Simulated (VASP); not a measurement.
# W (Im-3m) in VASP: a series of runs

Runs on W. Level: r2SCAN. Tasks: single point.

Everything below comes from runs of VASP 6.6.1. Logs are shortened: lines on timing, memory, paths and dates and some standing lists are left out, and cuts for length are marked.

## 1. The cell of the first run

The structure is cubic, space group Im-3m (No. 229). Conventional cell: a = 3.170 Å, b = 3.170 Å, c = 3.170 Å, α = 90.00°, β = 90.00°, γ = 90.00°. Within 3.6 Å of W (site symmetry m-3m) lie 14 W at 2.74 to 3.17 Å.

## 2. Single point, r2SCAN

POSCAR

```
W
1.0
   -1.5848038465      1.5848038465      1.5848038465
    1.5848038465     -1.5848038465      1.5848038465
    1.5848038465      1.5848038465     -1.5848038465
W
1
Direct
    0.0000000000      0.0000000000      0.0000000000
```

INCAR.step1

```
SYSTEM = W
ALGO     = Normal         ! electronic algorithm
EDIFF    = 1E-4           ! SCF threshold, eV
ENCUT    = 520            ! plane-wave cutoff, eV
GGA      = PE             ! functional
ISMEAR   = -1             ! smearing method
LASPH    = .True.         ! aspherical terms in the spheres
LCHARG   = .False.        ! write CHGCAR
LREAL    = .False.        ! projectors in reciprocal space
LWAVE    = .True.         ! write WAVECAR
NBANDS   = 13             ! bands
NELM     = 80             ! most SCF steps
PREC     = Accurate       ! precision mode
SIGMA    = 0.1            ! smearing width, eV
```

INCAR.step2

```
SYSTEM = W
ALGO     = Normal         ! electronic algorithm
EDIFF    = 1E-6           ! SCF threshold, eV
ENCUT    = 520            ! plane-wave cutoff, eV
ISIF     = 2              ! what is computed and relaxed
ISMEAR   = -1             ! smearing method
ISTART   = 1            
LASPH    = .True.         ! aspherical terms in the spheres
LCHARG   = .True.         ! write CHGCAR
LELF     = .True.         ! ELF
LMIXTAU  = .True.       
LREAL    = .False.        ! projectors in reciprocal space
LVHAR    = .True.       
LWAVE    = .False.        ! write WAVECAR
METAGGA  = R2SCAN         ! meta-GGA
NBANDS   = 13             ! bands
NELM     = 80             ! most SCF steps
PREC     = Accurate       ! precision mode
SIGMA    = 0.1            ! smearing width, eV
```

KPOINTS

```
k-points
0
Gamma
  14 14 14
  0 0 0
```

Potentials or basis: VASP PAW PBE potentials, release 64 (W_sv).

Started as:

```console
$ cat potpaw_PBE.64/W_sv/POTCAR > POTCAR
$ cp INCAR.step1 INCAR
$ mpirun -np 1 vasp_std > vasp.out
$ cp INCAR.step2 INCAR
$ mpirun -np 1 vasp_std > vasp.out
```

OUTCAR:

```text
SYSTEM = W
   EDIFF = 1E-6
   ENCUT = 520
   ISIF = 2
   ISMEAR = -1
   ISTART = 1
   LASPH = .True.
   LREAL = .False.
   METAGGA = R2SCAN
   NELM = 80
   PREC = Accurate

 ion  position               nearest neighbor table
   1  0.000  0.000  0.000-

  LATTYP: Found a body centered cubic cell.
 ALAT       =     3.1696076930

  Lattice vectors:

 A1 = (  -1.5848038465,   1.5848038465,   1.5848038465)
 A2 = (   1.5848038465,  -1.5848038465,   1.5848038465)
 A3 = (   1.5848038465,   1.5848038465,  -1.5848038465)

Analysis of symmetry for initial positions (statically):
=====================================================================
 Subroutine PRICEL returns:
 Original cell was already a primitive cell.

 Routine SETGRP: Setting up the symmetry group for a
 body centered cubic supercell.

 Subroutine GETGRP returns: Found 48 space group operations
 (whereof 48 operations were pure point group operations)
 out of a pool of 48 trial point group operations.

The static configuration has the point symmetry O_h .

Analysis of symmetry for dynamics (positions and initial velocities):
=====================================================================
 Subroutine PRICEL returns:
 Original cell was already a primitive cell.

 Routine SETGRP: Setting up the symmetry group for a
 body centered cubic supercell.

 Subroutine GETGRP returns: Found 48 space group operations
 (whereof 48 operations were pure point group operations)
 out of a pool of 48 trial point group operations.

The dynamic configuration has the point symmetry O_h .

 Subroutine INISYM returns: Found 48 space group operations
 (whereof 48 operations are pure point group operations),
 and found     1 'primitive' translations

----------------------------------------------------------------------------------------

                                     Primitive cell

  volume of cell :      15.9216

  direct lattice vectors                    reciprocal lattice vectors
    -1.584803847  1.584803847  1.584803847     0.000000000  0.315496458  0.315496458
     1.584803847 -1.584803847  1.584803847     0.315496458  0.000000000  0.315496458
     1.584803847  1.584803847 -1.584803847     0.315496458  0.315496458  0.000000000

  length of vectors
     2.744960782  2.744960782  2.744960782     0.446179370  0.446179370  0.446179370

  position of ions in fractional coordinates (direct lattice)
     0.000000000  0.000000000  0.000000000

  ion indices of the primitive-cell ions
[... 75 lines left out ...]
   LREAL  =      F    real-space projection
   EDIFFG = 0.1E-04   stopping-criterion for IOM
   NSW    =      0    number of steps for IOM
   IBRION =     -1    ionic relax: 0-MD 1-quasi-New 2-CG
   NFREE  =      0    steps in history (QN), initial steepest desc. (CG)
   ISIF   =      2    stress and relaxation
   ISYM   =      2    0-nonsym 1-usesym 2-fastsym
   POTIM  = 0.5000    time-step for ionic-motion
   TEBEG  =    0.0;   TEEND  =   0.0 temperature during run
   PSTRESS=    0.0 pullay stress
   NELECT =      14.0000    total number of electrons
   NUPDOWN=      -1.0000    fix difference up-down
   EMIN   =  10.00;   EMAX   =-10.00  energy-range for DOS
   EFERMI =   0.00;   METHOD = LEGACY
   ISMEAR =    -1;   SIGMA  =   0.10  broadening in eV -4-tet -1-fermi 0-gaus
   EFERMI_NEDOS =   21; number of points for ismear=-14 and -15
   IALGO  =     38    algorithm
   IMIX   =      4    mixing-type and parameters
     AMIX     =   0.40;   BMIX     =  1.00
     AMIX_MAG =   1.60;   BMIX_MAG =  1.00
  volume/ion in A,a.u.               =      15.92       107.44
  Fermi-wavevector in a.u.,A,eV,Ry     =   1.568395  2.963836 33.468448  2.459862
  Thomas-Fermi vector in A             =   2.670432
   LORBIT       =      0    0 simple, 1 ext, 2 COOP (PROOUT), +10 PAW based schemes
   METAGGA = R2SCAN    functional components
   LHFCALC =     F    Hartree Fock is set to
   AEXX    =    0.0000 exact exchange contribution
   IVDW    =     0    specifies the selected vdW correction
   LEPSILON=     F    determine dielectric tensor
   LRPA    =     F    only Hartree local field effects (RPA)
 non-spin polarized calculation
  energy-cutoff  :      520.00
  volume of cell :       15.92
 maximum number of plane-waves:       444
   NGX = 11   NGY = 11   NGZ = 11

 number of electron      14.0000003 magnetization

 Free energy of the ion-electron system (eV)
  ---------------------------------------------------
  ext. energy  EPLUGINS =         0.00000000
  ---------------------------------------------------
  free energy    TOTEN  =       -51.35387048 eV

  energy without entropy =      -51.33768826  energy(sigma->0) =      -51.34577937

 E-fermi :  11.2760     XC(G=0): -14.9329

 val. band max:       11.2583736525   @ k =  -0.1429   0.1429   0.1429
 cond. band min:      11.3056092303   @ k =   0.5000   0.5000   0.2143
 fundamental gap:      0.0472355778
 Fermi energy:        11.2760223536

 k-point     1 :       0.0000    0.0000    0.0000
  band No.  band energies     occupation
      1     -64.9020      2.00000
      2     -27.7677      2.00000
      3     -27.7677      2.00000
      4     -27.7677      2.00000
      5       1.1218      2.00000
      6       9.9489      2.00000
      7       9.9489      2.00000
      8       9.9489      2.00000
      9      13.7735      0.00000
     10      13.7736      0.00000
     11      26.4764      0.00000
     12      26.4764      0.00000
     13      26.4764      0.00000
[... 354 lines left out ...]
  band No.  band energies     occupation
      1     -64.7359      2.00000
      2     -28.8067      2.00000
      3     -28.6001      2.00000
      4     -27.9364      2.00000
      5       6.5772      2.00000
      6       8.0667      2.00000
      7       8.7820      2.00000
      8      13.9102      0.00000
      9      14.5214      0.00000
     10      20.0949      0.00000
     11      21.7372      0.00000
     12      23.8815      0.00000
     13      29.1407      0.00000

 [... further k-points ...]
[... 5 lines left out ...]
  --------------------------------------------------------------------------------------
  -------------------------------------------------------------------------------------
  Total        0.1188024      0.1188024      0.1188024      0.0000000      0.0000000      0.0000000
  in kB       11.9549882     11.9549882     11.9549882      0.0000000      0.0000000      0.0000000
  external PRESSURE =      11.9549882 kB  Pullay stress =       0.0000000 kB

 VOLUME and BASIS-vectors are now :
 -----------------------------------------------------------------------------
  energy-cutoff  :      520.00
  volume of cell :       15.92
      direct lattice vectors                 reciprocal lattice vectors
    -1.584803847  1.584803847  1.584803847     0.000000000  0.315496458  0.315496458
     1.584803847 -1.584803847  1.584803847     0.315496458  0.000000000  0.315496458
     1.584803847  1.584803847 -1.584803847     0.315496458  0.315496458  0.000000000

 POSITION                                       TOTAL-FORCE (eV/Angst)
 -----------------------------------------------------------------------------------
      0.00000      0.00000      0.00000        -0.000000     -0.000000      0.000000
 -----------------------------------------------------------------------------------
    total drift:                                0.000000     -0.000000      0.000000

  FREE ENERGIE OF THE ION-ELECTRON SYSTEM (eV)
  ---------------------------------------------------
  free  energy   TOTEN  =       -51.3538704816 eV

  energy  without entropy=      -51.3376882645  energy(sigma->0) =      -51.34577937
```

OSZICAR.step1:

```text
N       E                     dE             d eps       ncg     rms          rms(c)
DAV:   1     0.832737811408E+02    0.83274E+02   -0.74683E+03  2733   0.123E+03
DAV:   2    -0.119878887769E+02   -0.95262E+02   -0.91678E+02  3069   0.317E+02
DAV:   3    -0.135704341176E+02   -0.15825E+01   -0.15750E+01  2889   0.394E+01
DAV:   4    -0.135768272493E+02   -0.63931E-02   -0.63930E-02  3029   0.277E+00
DAV:   5    -0.135768823725E+02   -0.55123E-04   -0.55124E-04  2979   0.240E-01    0.208E+01
DAV:   6    -0.130873173474E+02    0.48957E+00   -0.40862E-01  2784   0.858E+00    0.831E+00
DAV:   7    -0.129577780342E+02    0.12954E+00   -0.21833E-01  2974   0.596E+00    0.661E-01
DAV:   8    -0.129537817640E+02    0.39963E-02   -0.43524E-03  2759   0.861E-01    0.814E-02
DAV:   9    -0.129537488417E+02    0.32922E-04   -0.96235E-05  2145   0.128E-01
   1 F= -.12953749E+02 E0= -.12944220E+02  d E =-.190581E-01
```

It took 54 s on 1 thread of Intel Xeon Platinum 8488C (Sapphire Rapids), shared host; peak memory 0.14 GiB.

What came out:

```yaml
Free_energy: -51.3539 eV
Pressure: 1.2 GPa
Band_gap_on_the_k_mesh: zero (band 7 reaches 16.53 eV, above the bottom of band 8 at 9.95 eV)
```

Levels at points of the mesh, in eV from the Fermi level:
```
           k point  band 5  band 6  band 7  band 8  band 9  band 10
(0.00, 0.00, 0.00)  -10.15   -1.33   -1.33   -1.33    2.50     2.50
(0.50, 0.00, 0.00)   -6.58   -3.78    0.46    2.33    3.38     6.25
(0.50, 0.50, 0.50)   -6.04   -6.04    5.25    5.25    5.25     8.46
```

Caveat: the PAW data sets were made with another functional, which shifts forces and pressure a little; spin-orbit coupling is left out, which moves the levels of the heavy elements.

## 3. Single point, r2SCAN

POSCAR is that of step 2.

INCAR.step1

```
ALGO     = Normal         # electronic algorithm
EDIFF    = 1E-4           # SCF threshold, eV
ENCUT    = 520            # plane-wave cutoff, eV
GGA      = PE             # functional
ISMEAR   = -1             # smearing method
LASPH    = T              # aspherical terms in the spheres
LCHARG   = F              # write CHGCAR
LREAL    = F              # projectors in reciprocal space
LWAVE    = T              # write WAVECAR
NBANDS   = 13             # bands
NELM     = 80             # most SCF steps
PREC     = Accurate       # precision mode
SIGMA    = 0.1            # smearing width, eV
```

INCAR.step2

```
ALGO     = Normal         # electronic algorithm
EDIFF    = 1E-6           # SCF threshold, eV
ENCUT    = 520            # plane-wave cutoff, eV
ISIF     = 2              # what is computed and relaxed
ISMEAR   = -1             # smearing method
ISTART   = 1            
LASPH    = T              # aspherical terms in the spheres
LCHARG   = F              # write CHGCAR
LMIXTAU  = T            
LREAL    = F              # projectors in reciprocal space
LWAVE    = F              # write WAVECAR
METAGGA  = R2SCAN         # meta-GGA
NBANDS   = 13             # bands
NELM     = 80             # most SCF steps
PREC     = Accurate       # precision mode
SIGMA    = 0.1            # smearing width, eV
```

KPOINTS

```
k-points
0
Gamma
  14 14 14
```

Potentials or basis: VASP PAW PBE potentials, release 64 (W_sv).

Started as:

```console
$ cat potpaw_PBE.64/W_sv/POTCAR > POTCAR
$ cp INCAR.step1 INCAR
$ mpirun -np 1 vasp_std > vasp.out
$ cp INCAR.step2 INCAR
$ mpirun -np 1 vasp_std > vasp.out
```

Run time: 53 s. Hardware: 1 thread of Intel Xeon Platinum 8488C (Sapphire Rapids), shared host; peak memory 0.14 GiB.

Results (log left out):

```yaml
Free_energy: -51.3539 eV
Pressure: 1.2 GPa
Band_gap_on_the_k_mesh: zero (band 7 reaches 16.53 eV, above the bottom of band 8 at 9.95 eV)
```

Levels at points of the mesh, in eV from the Fermi level:
| k point | band 5 | band 6 | band 7 | band 8 | band 9 | band 10 |
| --- | --- | --- | --- | --- | --- | --- |
| (0.00, 0.00, 0.00) | -10.15 | -1.33 | -1.33 | -1.33 | 2.50 | 2.50 |
| (0.50, 0.00, 0.00) | -6.58 | -3.78 | 0.46 | 2.33 | 3.38 | 6.25 |
| (0.50, 0.50, 0.50) | -6.04 | -6.04 | 5.25 | 5.25 | 5.25 | 8.46 |

Caveat: the PAW data sets were made with another functional, which shifts forces and pressure a little; spin-orbit coupling is left out, which moves the levels of the heavy elements.
